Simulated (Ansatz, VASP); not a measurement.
## One calculation of SiNi, two programs

```xyz
4
Lattice="2.9718 0.0000 0.0000 -1.4859 2.5736 0.0000 0.0000 0.0000 4.3076" Properties=species:S:1:pos:R:3 pbc="T T T"
Ni    0.0000    0.0000    0.0000
Ni    0.0000    0.0000    2.1538
Si    0.0000    1.7158    1.0769
Si    1.4859    0.8579    3.2307
```

Change from the starting cell: volume scaled by 0.64, PAW files.

Alike in both runs: task single point; functional PBE; k mesh 11 × 11 × 6; occupations fermi-dirac, width 0.1 eV; no spin polarisation.

|  | VASP | Ansatz |
| --- | --- | --- |
| version | VASP 6.6.1 | Ansatz 0.2.0 |
| potentials or method | VASP PAW PBE potentials, release 64 (Ni, Si) | PAW with Ansatz's default frozen-core files, scalar-relativistic |
| plane-wave cutoff (eV) | 520 | 420 |
| valence electrons in the cell | 28 | 44 |

|  | VASP | Ansatz | Ansatz less VASP |
| --- | --- | --- | --- |
| pressure (GPa) | 194.7 | 194.9 | +0.17 |
| traceless stress, the component that is largest in VASP (GPa) | -0.12 | 0.11 | +0.227 |

Both programs put the cell under a high pressure, so it lies far from rest at this level. VASP's potentials hold 28 valence electrons a cell and Ansatz's 44, so a difference there can come from the potentials and not from the codes.

Noted on VASP's run: the cell as given lies far from equilibrium.
